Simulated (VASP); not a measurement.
# WS2 in VASP: notebook, part 2 of 2

VASP 6.6.1.

## (3) Single point, PBE

INCAR

```
  PREC = Accurate
  ENCUT = 520
  EDIFF = 1E-6
  ISMEAR = -1
  SIGMA = 0.05
  LREAL = F
  LASPH = T
  NELM = 100
  ALGO = Normal
  ISIF = 2
  LWAVE = F
  LCHARG = T
  GGA = PE
  LELF = T
  LVHAR = T
  NBANDS = 20
```

KPOINTS

```
regular mesh
0
Gamma
  8 8 6
```

POSCAR

```
WS2
1.0
    3.1605844900     -1.9375011600      0.0000000000
    3.1605844900      1.9375011600      0.0000000000
   -0.0031116300      0.0000000000      4.4570869100
W S
1 2
Direct
    0.0000000000      0.0000000000      0.0000000000
    0.6879000000      0.6879000000      0.2889000000
    0.3121000000      0.3121000000      0.7111000000
```

Potentials or basis: VASP PAW PBE potentials, release 64 (W_sv, S).

The run is started by

```sh
$ cat potpaw_PBE.64/W_sv/POTCAR potpaw_PBE.64/S/POTCAR > POTCAR
$ mpirun -np 1 vasp_std > vasp.out
```

OUTCAR:

```text
PREC = Accurate
   ENCUT = 520
   EDIFF = 1E-6
   ISMEAR = -1
   LREAL = F
   LASPH = T
   NELM = 100
   ISIF = 2
   GGA = PE

 ion  position               nearest neighbor table
   1  0.000  0.000  0.000-   2 2.36   3 2.36   2 2.61   2 2.61   3 2.61   3 2.61
   2  0.688  0.688  0.289-   1 2.36   1 2.61   1 2.61
   3  0.312  0.312  0.711-   1 2.36   1 2.61   1 2.61

  LATTYP: Found a base centered monoclinic cell.
 ALAT       =     6.3211689800
 B/A-ratio  =     0.6130198911
 C/A-ratio  =     0.7051050225
 COS(beta)  =    -0.0006981307
[... 195 lines left out ...]
      5      -7.8880      2.00000
      6      -4.2904      2.00000
[... 541 lines left out ...]
     19      13.2422      0.00000
     20      14.8897      0.00000

 [... further k-points ...]
[... 5 lines left out ...]
  --------------------------------------------------------------------------------------
  -------------------------------------------------------------------------------------
  Total       -3.7856526     -6.5366033      4.7653352      0.0000000      0.0000000     -2.9502086
  in kB     -111.1119755   -191.8546096    139.8664542      0.0000000      0.0000000    -86.5910166
  external PRESSURE =     -54.3667103 kB  Pullay stress =       0.0000000 kB

 VOLUME and BASIS-vectors are now :
 -----------------------------------------------------------------------------
  energy-cutoff  :      520.00
  volume of cell :       54.59
      direct lattice vectors                 reciprocal lattice vectors
     3.160584490 -1.937501160  0.000000000     0.158198587 -0.258064362  0.000110443
     3.160584490  1.937501160  0.000000000     0.158198587  0.258064362  0.000110443
    -0.003111630  0.000000000  4.457086910     0.000000000  0.000000000  0.224361791

 POSITION                                       TOTAL-FORCE (eV/Angst)
 -----------------------------------------------------------------------------------
      0.00000      0.00000      0.00000         0.000000     -0.000000      0.000000
      4.34743      0.00000      1.28765        -1.279771      0.000000     -0.792700
      1.97062      0.00000      3.16943         1.279771      0.000000      0.792700
 -----------------------------------------------------------------------------------
    total drift:                               -0.000000      0.000000      0.000000

  FREE ENERGIE OF THE ION-ELECTRON SYSTEM (eV)
  ---------------------------------------------------
  free  energy   TOTEN  =       -20.7489488881 eV

  energy  without entropy=      -20.7331896286  energy(sigma->0) =      -20.74106926
```

stdout:

```text
POSCAR found type information on POSCAR W S
 POSCAR found :  2 types and       3 ions
 scaLAPACK will be used
 LDA part: xc-table for (Slater+PW92), standard interpolation
 POSCAR, INCAR and KPOINTS ok, starting setup
 FFT: planning ... GRIDC
 FFT: planning ... GRID_SOFT
 FFT: planning ... GRID
 WAVECAR not read
 entering main loop
```

It took 90 s on 1 thread of Intel Xeon 6975P-C, shared host; peak memory 0.25 GiB.

Results:

- Free energy: -20.7489 eV
- Pressure: -5.4 GPa
- Largest force: 1.505 eV/Å
- Band gap on the k mesh: zero (band 13 reaches 7.51 eV, above the bottom of band 14 at 6.49 eV)

Forces on the atoms (eV/Å):
```
W    0.000  0.000  0.000
S   -1.280  0.000 -0.793
S    1.280  0.000  0.793
```

Levels at points of the mesh, in eV from the Fermi level:
```tsv
k point	band 11	band 12	band 13	band 14	band 15	band 16
(0.00, 0.00, 0.00)	-0.87	-0.67	-0.61	0.25	0.47	1.93
(0.50, 0.00, 0.00)	-3.59	-2.80	-0.93	0.24	0.44	3.28
(0.50, 0.50, 0.00)	-3.08	-2.50	-1.41	0.13	0.25	4.02
(0.00, 0.00, 0.50)	-2.60	-1.92	-0.99	-0.81	0.29	4.35
(0.50, 0.00, 0.50)	-2.10	-0.51	-0.34	0.24	0.46	2.70
(0.50, 0.50, 0.50)	-2.39	-1.67	-0.26	0.21	0.49	2.49
```

Caveat: spin-orbit coupling is left out, which moves the levels of the heavy elements; forces of over 1 eV/Å act on the atoms, so gaps and moduli don't describe the material at rest.

## (4) Single point, PBE (volume scaled by 1.02)

INCAR

```
SYSTEM = WS2
PREC = Accurate
ENCUT = 520
EDIFF = 1E-7
ISMEAR = -1
SIGMA = 0.05
LREAL = .FALSE.
LASPH = .TRUE.
NELM = 60
ALGO = Normal
ISIF = 2
LWAVE = .FALSE.
LCHARG = .TRUE.
GGA = PE
LELF = .TRUE.
LVHAR = .TRUE.
NBANDS = 20
```

KPOINTS

```
regular mesh
0
G
  8 8 6
  0 0 0
```

POSCAR

```
WS2
1.0
    3.1815161231     -1.9503326675      0.0000000000
    3.1815161231      1.9503326675      0.0000000000
   -0.0031322374      0.0000000000      4.4866049021
W S
1 2
Direct
    0.0000000000      0.0000000000      0.0000000000
    0.6879000000      0.6879000000      0.2889000000
    0.3121000000      0.3121000000      0.7111000000
```

The run is started by

```sh
$ cat potpaw_PBE.64/W_sv/POTCAR potpaw_PBE.64/S/POTCAR > POTCAR
$ mpirun -np 1 vasp_std > vasp.out
```

It took 1.9 min on 1 thread of Intel Xeon 6975P-C, shared host; peak memory 0.26 GiB.

It converged, with:

```
Free energy            : -20.7047 eV
Pressure               : -7.6 GPa
Largest force          : 1.507 eV/Å
Band gap on the k mesh : zero (band 13 reaches 7.26 eV, above the bottom of band 14 at 6.28 eV)
```

Forces on the atoms (eV/Å):
```
W    0.000  0.000  0.000
S   -1.159  0.000 -0.963
S    1.159  0.000  0.963
```

Stress tensor (GPa, compression positive):
```
-13.65   0.00  -7.70
  0.00 -20.46   0.00
 -7.70   0.00  11.24
```

Levels at points of the mesh, in eV from the Fermi level:
```tsv
k point	band 9	band 10	band 11	band 12	band 13	band 14	band 15	band 16	band 17	band 18
(0.00, 0.00, 0.00)	-4.93	-1.46	-0.87	-0.65	-0.59	0.22	0.44	1.90	2.76	3.57
(0.50, 0.00, 0.00)	-4.01	-3.75	-3.54	-2.77	-0.90	0.23	0.42	3.17	4.52	6.94
(0.50, 0.50, 0.00)	-3.87	-3.38	-3.02	-2.49	-1.37	0.13	0.24	3.90	4.19	5.99
(0.00, 0.00, 0.50)	-3.64	-2.92	-2.55	-1.91	-0.95	-0.78	0.27	4.22	4.42	5.81
(0.50, 0.00, 0.50)	-4.87	-2.42	-2.08	-0.53	-0.33	0.23	0.45	2.64	3.99	4.64
(0.50, 0.50, 0.50)	-4.77	-3.67	-2.36	-1.65	-0.25	0.20	0.46	2.43	3.93	5.59
```

Caveat: spin-orbit coupling is left out, which moves the levels of the heavy elements; forces of over 1 eV/Å act on the atoms, so gaps and moduli don't describe the material at rest.

## (5) Single point, PBE (atoms moved at random)

INCAR

```
PREC     = Accurate       # precision mode
ENCUT    = 520            # plane-wave cutoff, eV
EDIFF    = 1E-6           # SCF threshold, eV
ISMEAR   = -1             # smearing method
SIGMA    = 0.05           # smearing width, eV
LREAL    = F              # projectors in reciprocal space
LASPH    = T              # aspherical terms in the spheres
NELM     = 60             # most SCF steps
ALGO     = Normal         # electronic algorithm
ISIF     = 2              # what is computed and relaxed
LWAVE    = F              # write WAVECAR
LCHARG   = F              # write CHGCAR
GGA      = PE             # functional
NBANDS   = 20             # bands
```

KPOINTS

```
Automatic mesh
0
Gamma
  8 8 6
```

POSCAR

```
WS2
1.0
    3.1605844900     -1.9375011600      0.0000000000
    3.1605844900      1.9375011600      0.0000000000
   -0.0031116300      0.0000000000      4.4570869100
W S
1 2
Direct
    0.0162970000     -0.0143750000      0.0024850000
    0.6852600000      0.6921530000      0.2926110000
    0.3230840000      0.3051400000      0.7034700000
```

The run is started by

```sh
$ cat potpaw_PBE.64/W_sv/POTCAR potpaw_PBE.64/S/POTCAR > POTCAR
$ mpirun -np 1 vasp_std > vasp.out
```

Wall time 2.7 min (1 thread of Intel Xeon 6975P-C, shared host); peak memory 0.32 GiB.

Results (log left out):

* Free energy: -20.7064 eV
* Pressure: -6.8 GPa
* Largest force: 1.707 eV/Å
* Band gap on the k mesh: zero (band 13 reaches 7.55 eV, above the bottom of band 14 at 6.54 eV)

Forces on the atoms (eV/Å):
```
W    0.118 -0.165 -0.245
S   -1.184 -0.066 -1.068
S    1.067  0.232  1.313
```

Stress tensor (GPa, compression positive):
```
-13.11  -0.19  -7.64
 -0.19 -19.77  -0.42
 -7.64  -0.42  12.57
```

Levels at points of the mesh, in eV from the Fermi level:
| k point | band 11 | band 12 | band 13 | band 14 | band 15 | band 16 |
| --- | --- | --- | --- | --- | --- | --- |
| (0.00, 0.00, 0.00) | -0.93 | -0.58 | -0.52 | 0.17 | 0.45 | 1.73 |
| (0.50, 0.00, 0.00) | -3.60 | -2.71 | -0.97 | 0.26 | 0.44 | 3.27 |
| (0.00, 0.50, 0.00) | -3.61 | -2.66 | -1.00 | 0.27 | 0.53 | 3.18 |
| (0.50, 0.50, 0.00) | -3.03 | -2.44 | -1.49 | 0.20 | 0.30 | 3.95 |
| (0.00, 0.00, 0.50) | -2.67 | -2.00 | -0.94 | -0.77 | 0.21 | 4.26 |
| (0.50, 0.00, 0.50) | -2.04 | -0.53 | -0.39 | 0.26 | 0.49 | 2.50 |
| (0.00, 0.50, 0.50) | -1.98 | -0.55 | -0.28 | 0.27 | 0.55 | 2.65 |
| (0.50, 0.50, 0.50) | -2.29 | -1.65 | -0.27 | 0.26 | 0.54 | 2.34 |

Caveat: the cell differs from its parent crystal (atoms moved at random); spin-orbit coupling is left out, which moves the levels of the heavy elements; forces of over 1 eV/Å act on the atoms, so gaps and moduli don't describe the material at rest.
